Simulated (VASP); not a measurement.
# CsCdCl3 (Pm-3m) in VASP: further runs, part 2 of 2

VASP 6.6.1.

## (5) Relaxation of cell and atoms, LDA, target pressure 2 GPa, at which the enthalpy is minimised

This run uses another cell than the first one, of 26.22 Å³/atom.

Input file INCAR:

```
ALGO = Normal
EDIFF = 1E-7
EDIFFG = -0.008
ENCUT = 500
GGA = CA
GGA_COMPAT = F
IBRION = 2
ISIF = 3
ISMEAR = 0
LASPH = T
LCHARG = F
LREAL = F
LWAVE = F
NELM = 120
NELMIN = 4
NSW = 70
PREC = Accurate
PSTRESS = 20.0
SIGMA = 0.02
```

Input file KPOINTS:

```
k-points
0
Gamma
  6 6 6
```

Input file POSCAR:

```
CsCdCl3
1.0
    5.0799184183      0.0000000000      0.0000000000
    0.0000000000      5.0799184183      0.0000000000
    0.0000000000      0.0000000000      5.0799184183
Cs Cd Cl
1 1 3
Direct
    0.0000000000      0.0000000000      0.0000000000
    0.5000000000      0.5000000000      0.5000000000
    0.0000000000      0.5000000000      0.5000000000
    0.5000000000      0.0000000000      0.5000000000
    0.5000000000      0.5000000000      0.0000000000
```

Started as:

```bash
cat potpaw_LDA.64/Cs_sv/POTCAR potpaw_LDA.64/Cd/POTCAR potpaw_LDA.64/Cl/POTCAR > POTCAR
mpirun -np 1 vasp_std > vasp.out
```

Wall time 62 s (1 thread of AMD EPYC 9R45 (Zen 5), shared host); peak memory 0.21 GiB.

It converged, with:

```
Free energy                                                : -16.8048 eV
Relaxed volume                                             : 25.80 Å³/atom
Relaxed cell                                               : a = 5.052 Å, b = 5.052 Å, c = 5.052 Å, α = 90.00°, β = 90.00°, γ = 90.00°
Space group after relaxing (to 0.1 Å)                      : Pm-3m (No. 221)
Energy change on relaxing (the run minimises the enthalpy) : +4.2 meV/atom
Ionic steps                                                : 3
Pressure after relaxing                                    : 2.0 GPa
Band gap on the k mesh                                     : 1.67 eV (least direct gap 2.50 eV)
```

The path:
| step | energy change (eV) | largest force (eV/Å) | pressure (GPa) | volume (Å³) |
| --- | --- | --- | --- | --- |
| 1 | 0.0000 | 0.0000 | 1.17 | 131.09 |
| 2 | 0.0267 | 0.0000 | 2.19 | 128.53 |
| 3 | 0.0208 | 0.0000 | 2.00 | 128.98 |

Final structure:
```
CELL_PARAMETERS angstrom
5.05249 0.00000 0.00000
0.00000 5.05249 0.00000
0.00000 0.00000 5.05249
ATOMIC_POSITIONS crystal
Cs 0.00000 0.00000 0.00000
Cd 0.50000 0.50000 0.50000
Cl 0.00000 0.50000 0.50000
Cl 0.50000 0.00000 0.50000
Cl 0.50000 0.50000 0.00000
```

Levels at points of the mesh, in eV from the valence-band top:
```
           k point  band 18  band 19  band 20  band 21  band 22  band 23  band 24  band 25
(0.00, 0.00, 0.00)    -1.27    -0.83    -0.83    -0.83     1.67     5.55     5.55     5.55
(0.50, 0.00, 0.00)    -1.21    -1.21    -1.19    -1.19     4.65     6.91     7.07     7.51
(0.50, 0.50, 0.00)    -1.38    -1.38    -0.55    -0.01     6.61     7.12     7.12     7.56
(0.50, 0.50, 0.50)    -0.53    -0.53     0.00     0.00     5.55     5.55     5.55     7.20
```

Caveat: the cell is relaxed towards a set pressure, so the run minimises the enthalpy, not the energy; spin-orbit coupling is left out, which moves the levels of the heavy elements.

## (6) Relaxation of cell and atoms, LDA, target pressure -2 GPa, at which the enthalpy is minimised

This run uses another cell than the first one, of 27.25 Å³/atom.

Input file INCAR:

```
SYSTEM = CsCdCl3
ALGO     = Normal         ! electronic algorithm
EDIFF    = 1E-7           ! SCF threshold, eV
EDIFFG   = -0.008         ! ionic threshold
ENCUT    = 500            ! plane-wave cutoff, eV
GGA_COMPAT= .False.      
IBRION   = 2              ! ionic algorithm
ISIF     = 3              ! what is computed and relaxed
ISMEAR   = 0              ! smearing method
LASPH    = .True.         ! aspherical terms in the spheres
LCHARG   = .False.        ! write CHGCAR
LREAL    = .False.        ! projectors in reciprocal space
LWAVE    = .False.        ! write WAVECAR
NELM     = 120            ! most SCF steps
NELMIN   = 4            
NSW      = 70             ! ionic steps
PREC     = Accurate       ! precision mode
PSTRESS  = -20.0        
SIGMA    = 0.02           ! smearing width, eV
```

Input file KPOINTS:

```
k-points
0
Gamma
  6 6 6
  0 0 0
```

Changes to POSCAR since step 5:

```diff
@@ -2,5 +2,5 @@
 1.0
-    5.0799184183      0.0000000000      0.0000000000
-    0.0000000000      5.0799184183      0.0000000000
-    0.0000000000      0.0000000000      5.0799184183
+    5.1454644286      0.0000000000      0.0000000000
+    0.0000000000      5.1454644286      0.0000000000
+    0.0000000000      0.0000000000      5.1454644286
 Cs Cd Cl
```

Potentials or basis: VASP PAW LDA potentials, release 64 (Cs_sv, Cd, Cl).

Started as:

```bash
cat potpaw_LDA.64/Cs_sv/POTCAR potpaw_LDA.64/Cd/POTCAR potpaw_LDA.64/Cl/POTCAR > POTCAR
mpirun -np 1 vasp_std > vasp.out
```

Wall time 62 s (1 thread of AMD EPYC 9R45 (Zen 5), shared host); peak memory 0.21 GiB.

Results (log left out):

```yaml
Free_energy: -16.7916 eV
Relaxed_volume: 28.36 Å³/atom
Relaxed_cell: a = 5.215 Å, b = 5.215 Å, c = 5.215 Å, α = 90.00°, β = 90.00°, γ = 90.00°
Space_group_after_relaxing_to_0.1_Å: Pm-3m (No. 221)
Energy_change_on_relaxing_the_run_minimises_the_enthalpy: +9.0 meV/atom
Ionic_steps: 3
Pressure_after_relaxing: -2.0 GPa
Band_gap_on_the_k_mesh: 1.52 eV (least direct gap 2.08 eV)
```

Step by step:
| step | energy change (eV) | largest force (eV/Å) | pressure (GPa) | volume (Å³) |
| --- | --- | --- | --- | --- |
| 1 | 0.0000 | 0.0000 | -0.53 | 136.23 |
| 2 | 0.0380 | 0.0000 | -1.86 | 141.22 |
| 3 | 0.0451 | 0.0000 | -2.00 | 141.81 |

Final structure:
```cif
data_structure
_symmetry_space_group_name_H-M 'P 1'
_symmetry_Int_Tables_number 1
_cell_length_a 5.2148
_cell_length_b 5.2148
_cell_length_c 5.2148
_cell_angle_alpha 90.000
_cell_angle_beta 90.000
_cell_angle_gamma 90.000
_cell_volume 141.81
loop_
_atom_site_label
_atom_site_type_symbol
_atom_site_fract_x
_atom_site_fract_y
_atom_site_fract_z
_atom_site_occupancy
Cs1 Cs 0.00000 0.00000 0.00000 1
Cd1 Cd 0.50000 0.50000 0.50000 1
Cl1 Cl 0.00000 0.50000 0.50000 1
Cl2 Cl 0.50000 0.00000 0.50000 1
Cl3 Cl 0.50000 0.50000 0.00000 1
```

Levels at points of the mesh, in eV from the valence-band top:
```
           k point  band 17  band 18  band 19  band 20  band 21  band 22  band 23  band 24  band 25
(0.00, 0.00, 0.00)    -0.88    -0.88    -0.56    -0.56    -0.56     1.52     5.58     5.92     5.92
(0.50, 0.00, 0.00)    -1.10    -0.88    -0.88    -0.82    -0.82     4.24     6.91     7.23     7.76
(0.50, 0.50, 0.00)    -1.09    -1.04    -1.04    -0.27    -0.01     6.01     7.05     7.05     7.66
(0.50, 0.50, 0.50)    -0.25    -0.25    -0.25     0.00     0.00     5.67     5.67     5.67     7.29
```

Caveat: the cell is relaxed towards a set pressure, so the run minimises the enthalpy, not the energy; spin-orbit coupling is left out, which moves the levels of the heavy elements. A k mesh can miss the band edges.

## (7) Overview

```csv
cell,gap on the mesh (eV),pressure (GPa)
"relaxed to 20 GPa from a = 4.723 Å, 5 atoms",1.85,20.0
"relaxed to 10 GPa from a = 4.839 Å, 5 atoms",1.80,10.0
"relaxed to 5 GPa from a = 4.948 Å, 5 atoms",1.74,5.0
"relaxed to 2 GPa from a = 5.080 Å, 5 atoms",1.67,2.0
"relaxed to -2 GPa from a = 5.145 Å, 5 atoms",1.52,-2.0
```

Alike in all rows: task relaxation of cell and atoms; level LDA; potentials or basis VASP PAW LDA potentials, release 64 (Cs_sv, Cd, Cl); no spin polarisation; k mesh 6 × 6 × 6; cutoff (eV) 500; smearing gaussian 0.02 eV.

Caveats: the cell is relaxed towards a set pressure, so the run minimises the enthalpy, not the energy; spin-orbit coupling is left out, which moves the levels of the heavy elements.

Total energies depend on the potentials used, so only differences within one code and one set of settings carry meaning.
